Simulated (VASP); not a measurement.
# ZnS (P3m1) in VASP: notebook, part 2 of 2

VASP 6.6.1. Earlier steps stand in the parts before.

## Step 3: Electric field gradients, PBE (19.33 Å³/atom)

This run uses another cell than the first one, of 19.33 Å³/atom.

File INCAR:

```
PREC     = Accurate       # precision mode
ENCUT    = 520            # plane-wave cutoff, eV
EDIFF    = 1E-8           # SCF threshold, eV
ISMEAR   = -1             # smearing method
SIGMA    = 0.02           # smearing width, eV
LREAL    = Auto         
LASPH    = T              # aspherical terms in the spheres
NELM     = 80             # most SCF steps
ALGO     = Normal         # electronic algorithm
ISIF     = 2              # what is computed and relaxed
LWAVE    = F              # write WAVECAR
LCHARG   = F              # write CHGCAR
GGA      = PE             # functional
LEFG     = T            
NBANDS   = 86             # bands
```

File KPOINTS:

```
Automatic mesh
0
Gamma
  8 8 2
```

File POSCAR:

```
ZnS
1.0
    3.7923619252      0.0000000000      0.0000000000
   -1.8961809626      3.2842817676      0.0000000000
    0.0000000000      0.0000000000     24.8326029929
Zn S
8 8
Direct
    0.3333333333      0.6666666667      0.1251184100
    0.0000000000      0.0000000000      0.0001589700
    0.6666666667      0.3333333333      0.6250474700
    0.6666666667      0.3333333333      0.8751387000
    0.0000000000      0.0000000000      0.7500222700
    0.3333333333      0.6666666667      0.5000781600
    0.0000000000      0.0000000000      0.3750879400
    0.6666666667      0.3333333333      0.2501284900
    0.6666666667      0.3333333333      0.3437219900
    0.6666666667      0.3333333333      0.7185811600
    0.3333333333      0.6666666667      0.2187340500
    0.0000000000      0.0000000000      0.8436723900
    0.6666666667      0.3333333333      0.9688127500
    0.0000000000      0.0000000000      0.0937260600
    0.3333333333      0.6666666667      0.5936859800
    0.0000000000      0.0000000000      0.4686862100
```

Potentials or basis: VASP PAW PBE potentials, release 64 (Zn, S).

Command:

```console
$ cat potpaw_PBE.64/Zn/POTCAR potpaw_PBE.64/S/POTCAR > POTCAR
$ mpirun -np 1 vasp_std > vasp.out
```

OUTCAR:

```text
PREC = Accurate
   ENCUT = 520
   EDIFF = 1E-8
   ISMEAR = -1
   LREAL = Auto
   LASPH = T
   NELM = 80
   ISIF = 2
   GGA = PE

 ion  position               nearest neighbor table
   1  0.333  0.667  0.125-  14 2.32  14 2.32  14 2.32  11 2.32
   2  0.000  0.000  0.000-  14 2.32  13 2.32  13 2.32  13 2.32
   3  0.667  0.333  0.625-  10 2.32  15 2.32  15 2.32  15 2.32
   4  0.667  0.333  0.875-  12 2.32  12 2.32  12 2.32  13 2.33
   5  0.000  0.000  0.750-  10 2.32  10 2.32  10 2.32  12 2.33
   6  0.333  0.667  0.500-  16 2.32  16 2.32  16 2.32  15 2.32
[... 8 lines left out ...]
  15  0.333  0.667  0.594-   3 2.32   3 2.32   3 2.32   6 2.32
  16  0.000  0.000  0.469-   6 2.32   6 2.32   6 2.32   7 2.32

  LATTYP: Found a hexagonal cell.
 ALAT       =     3.7923619252
 C/A-ratio  =     6.5480572484

  Lattice vectors:

 A1 = (   3.7923619252,   0.0000000000,   0.0000000000)
 A2 = (  -1.8961809626,   3.2842817676,   0.0000000000)
 A3 = (   0.0000000000,   0.0000000000,  24.8326029929)

Analysis of symmetry for initial positions (statically):
=====================================================================
 Subroutine PRICEL returns:
 Original cell was already a primitive cell.

 Routine SETGRP: Setting up the symmetry group for a
 hexagonal supercell.

 Subroutine GETGRP returns: Found  6 space group operations
 (whereof  6 operations were pure point group operations)
 out of a pool of 24 trial point group operations.

The static configuration has the point symmetry C_3v.

Analysis of symmetry for dynamics (positions and initial velocities):
=====================================================================
 Subroutine PRICEL returns:
 Original cell was already a primitive cell.

 Routine SETGRP: Setting up the symmetry group for a
 hexagonal supercell.

 Subroutine GETGRP returns: Found  6 space group operations
 (whereof  6 operations were pure point group operations)
 out of a pool of 24 trial point group operations.

The dynamic configuration has the point symmetry C_3v.

 Subroutine INISYM returns: Found  6 space group operations
 (whereof  6 operations are pure point group operations),
 and found     1 'primitive' translations

----------------------------------------------------------------------------------------

                                     Primitive cell

  volume of cell :     309.2947

  direct lattice vectors                    reciprocal lattice vectors
     3.792361925  0.000000000  0.000000000     0.263687913  0.152240287  0.000000000
    -1.896180963  3.284281768  0.000000000     0.000000000  0.304480575  0.000000000
     0.000000000  0.000000000 24.832602993     0.000000000  0.000000000  0.040269641

  length of vectors
     3.792361925  3.792361925 24.832602993     0.304480575  0.304480575  0.040269641

  position of ions in fractional coordinates (direct lattice)
     0.333333333  0.666666667  0.125118410
     0.000000000  0.000000000  0.000158970
     0.666666667  0.333333333  0.625047470
[... 128 lines left out ...]
   LEPSILON=     F    determine dielectric tensor
   LRPA    =     F    only Hartree local field effects (RPA)
 non-spin polarized calculation
  energy-cutoff  :      520.00
  volume of cell :      309.29
 maximum number of plane-waves:      8370
   NGX = 15   NGY = 15   NGZ = 93

 number of electron     143.9999933 magnetization

 Free energy of the ion-electron system (eV)
  ---------------------------------------------------
  ext. energy  EPLUGINS =         0.00000000
  ---------------------------------------------------
  free energy    TOTEN  =       -54.66838901 eV

  energy without entropy =      -54.66838901  energy(sigma->0) =      -54.66838901

 E-fermi :   2.7363     XC(G=0):  -9.7243

 val. band max:        2.3060771805   @ k =   0.0000   0.0000   0.0000
 cond. band min:       4.5231589996   @ k =   0.0000   0.0000   0.0000
 fundamental gap:      2.2170818192
 Fermi energy:         2.7362842637

 k-point     1 :       0.0000    0.0000    0.0000
  band No.  band energies     occupation
      1     -10.9883      2.00000
      2     -10.8690      2.00000
      3     -10.8648      2.00000
      4     -10.5506      2.00000
      5     -10.5503      2.00000
      6     -10.1924      2.00000
[... 1729 lines left out ...]
     83       8.3187      0.00000
     84       8.3664      0.00000
 [bands above 84 left out]

------------------------ aborting loop because EDIFF is reached ----------------------------------------

  FORCE on cell =-STRESS in cart. coord.  units (eV):
  Direction    XX          YY          ZZ          XY          YZ          ZX
  --------------------------------------------------------------------------------------
  -------------------------------------------------------------------------------------
  Total        6.6167756      6.6167756      6.4869251      0.0000000     -0.0000000      0.0000000
  in kB       34.2755596     34.2755596     33.6029213      0.0000000     -0.0000000      0.0000000
  external PRESSURE =      34.0513469 kB  Pullay stress =       0.0000000 kB

 VOLUME and BASIS-vectors are now :
 -----------------------------------------------------------------------------
  energy-cutoff  :      520.00
  volume of cell :      309.29
      direct lattice vectors                 reciprocal lattice vectors
     3.792361925  0.000000000  0.000000000     0.263687913  0.152240287  0.000000000
    -1.896180963  3.284281768  0.000000000     0.000000000  0.304480575  0.000000000
     0.000000000  0.000000000 24.832602993     0.000000000  0.000000000  0.040269641

 POSITION                                       TOTAL-FORCE (eV/Angst)
 -----------------------------------------------------------------------------------
     -0.00000      2.18952      3.10702        -0.000000      0.000000     -0.003424
      0.00000      0.00000      0.00395         0.000000     -0.000000      0.003658
      1.89618      1.09476     15.52156        -0.000000     -0.000000     -0.014001
      1.89618      1.09476     21.73197        -0.000000      0.000000      0.003427
      0.00000      0.00000     18.62501         0.000000     -0.000000     -0.009453
     -0.00000      2.18952     12.41824        -0.000000     -0.000000     -0.005245
[... 8 lines left out ...]
     -0.00000      2.18952     14.74277         0.000000     -0.000000     -0.000370
      0.00000      0.00000     11.63870        -0.000000     -0.000000      0.008197
 -----------------------------------------------------------------------------------
    total drift:                               -0.000003     -0.000006      0.007159

  FREE ENERGIE OF THE ION-ELECTRON SYSTEM (eV)
  ---------------------------------------------------
  free  energy   TOTEN  =       -54.6683890072 eV

  energy  without entropy=      -54.6683890072  energy(sigma->0) =      -54.66838901

 Electric field gradients (V/A^2)
---------------------------------------------------------------------
 ion       V_xx      V_yy      V_zz      V_xy      V_xz      V_yz
---------------------------------------------------------------------
   1      -0.036    -0.030     0.066     0.006     0.000    -0.000
   2      -0.233    -0.234     0.467    -0.001     0.000    -0.000
   3       0.056     0.063    -0.119     0.006     0.000    -0.000
   4       0.244     0.250    -0.494     0.006    -0.000     0.000
   5       0.446     0.445    -0.891    -0.001     0.000    -0.000
   6      -0.010    -0.004     0.014     0.006     0.000    -0.000
[... 8 lines left out ...]
  15      -0.436    -0.437     0.873    -0.000     0.000    -0.000
  16      -0.454    -0.453     0.906     0.001     0.000    -0.000
---------------------------------------------------------------------

 Electric field gradients after diagonalization (V/A^2)
 (convention: |V_zz| > |V_xx| > |V_yy|)
----------------------------------------------------------------------
 ion       V_xx      V_yy      V_zz     asymmetry (V_yy - V_xx)/ V_zz
----------------------------------------------------------------------
   1      -0.039    -0.026     0.066       0.197
   2      -0.234    -0.233     0.467       0.003
   3       0.066     0.053    -0.119       0.109
   4       0.253     0.240    -0.494       0.026
   5       0.446     0.445    -0.891       0.001
   6      -0.013    -0.000     0.014       0.941
[... 8 lines left out ...]
  15      -0.437    -0.436     0.873       0.001
  16      -0.454    -0.452     0.906       0.002
----------------------------------------------------------------------

           NMR quadrupolar parameters

 Cq : quadrupolar parameter    Cq=e*Q*V_zz/h
 eta: asymmetry parameters     (V_yy - V_xx)/ V_zz
 Q  : nuclear electric quadrupole moment in mb (millibarn)
----------------------------------------------------------------------
 ion       Cq(MHz)       eta       Q (mb)
----------------------------------------------------------------------
   1       0.000       0.197       1.000
   2       0.001       0.003       1.000
   3      -0.000       0.109       1.000
   4      -0.001       0.026       1.000
   5      -0.002       0.001       1.000
   6       0.000       0.941       1.000
[... 8 lines left out ...]
  15       0.002       0.001       1.000
  16       0.002       0.002       1.000
----------------------------------------------------------------------
```

Wall time 32 min (1 thread of Oxide Virtual Turin-like, shared host); peak memory 0.55 GiB.

What came out:

* Free energy: -54.6684 eV
* Pressure: 3.4 GPa
* Largest force: 0.014 eV/Å
* Band gap on the k mesh: 2.22 eV
* Largest electric field gradient by atom: Zn +0.1, +0.5, -0.1, -0.5, -0.9, +0.0, -0.0 (each value once); S +0.9, +1.2, +2.9, +2.4 (each value once) V/Å²

Forces on the atoms (eV/Å):
```
Zn   0.000  0.000 -0.003
Zn   0.000  0.000  0.004
Zn   0.000  0.000 -0.014
Zn   0.000  0.000  0.003
Zn   0.000  0.000 -0.009
Zn   0.000  0.000 -0.005
Zn   0.000  0.000 -0.004
Zn   0.000  0.000 -0.007
S    0.000  0.000  0.004
S    0.000  0.000 -0.003
S    0.000  0.000  0.003
S    0.000  0.000  0.006
S    0.000  0.000  0.008
S    0.000  0.000  0.010
S    0.000  0.000  0.000
S    0.000  0.000  0.008
```

Levels at points of the mesh, in eV from the valence-band top:
```
           k point  band 69  band 70  band 71  band 72  band 73  band 74  band 75  band 76
(0.00, 0.00, 0.00)    -0.15    -0.03     0.00     0.00     2.22     3.03     3.08     3.25
(0.50, 0.00, 0.00)    -1.14    -1.13    -1.06    -0.90     3.40     3.47     3.58     3.61
(0.00, 0.00, 0.50)    -0.04    -0.04    -0.04    -0.04     2.49     2.54     3.25     3.38
(0.50, 0.00, 0.50)    -1.37    -1.02    -0.97    -0.96     3.34     3.37     3.65     3.80
```

Electric field gradients, principal values (V/Å²):
| atom | least | middle | greatest (by size) |
| --- | --- | --- | --- |
| 1 Zn | -0.026 | -0.039 | 0.066 |
| 2 Zn | -0.233 | -0.234 | 0.467 |
| 3 Zn | 0.053 | 0.066 | -0.119 |
| 4 Zn | 0.240 | 0.253 | -0.494 |
| 5 Zn | 0.445 | 0.446 | -0.891 |
| 6 Zn | 0.000 | -0.013 | 0.014 |
| 7 Zn | -0.021 | -0.022 | 0.043 |
| 8 Zn | 0.015 | 0.028 | -0.042 |
| 9 S | -0.425 | -0.426 | 0.852 |
| 10 S | -0.615 | -0.616 | 1.231 |
| 11 S | -0.474 | -0.475 | 0.949 |
| 12 S | -1.441 | -1.442 | 2.883 |
| 13 S | -1.202 | -1.203 | 2.404 |
| 14 S | -0.470 | -0.472 | 0.942 |
| 15 S | -0.436 | -0.437 | 0.873 |
| 16 S | -0.452 | -0.454 | 0.906 |

Caveat: the cell stands under pressure; without QUAD_EFG the Cq values of the log hold for a quadrupole moment of 1 mb, not for the nuclei. A k mesh can miss the band edges.
